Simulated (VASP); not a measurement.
Runs of VASP 6.6.1 on RbMgSbO3. The structure is that of space group R3m (No. 160), or close to it. The cells are those of the table. 

```tsv
cell	gap on the mesh (eV)	pressure (GPa)	largest force (eV/Å)
a = 5.390 Å, angles 70.0°, 6 atoms	(b)	(c)	0.10
a = 5.420 Å, angles 69.5°, 6 atoms	(a)	-0.5	0.14
a = 5.315 Å, angles 71.1°, 6 atoms	3.52	(d)	0.66
a = 5.345 Å, angles 70.7°, 6 atoms	3.55	0.6	0.44
```

Alike in all rows: task single point; level r2SCAN; potentials or basis VASP PAW PBE potentials, release 64 (Rb_sv, Mg, Sb, O); no spin polarisation; k mesh 6 × 6 × 6; cutoff (eV) 520; smearing gaussian 0.05 eV.

Question: Estimate the missing entries.

Answer: (a) 3.62; (b) 3.59; (c) -0.1; (d) 1.2.

Caveats: the PAW data sets were made with another functional, which shifts forces and pressure a little; spin-orbit coupling is left out, which moves the levels of the heavy elements.

A k mesh can miss the band edges, and the runs leave out spin-orbit coupling on Rb, Sb.
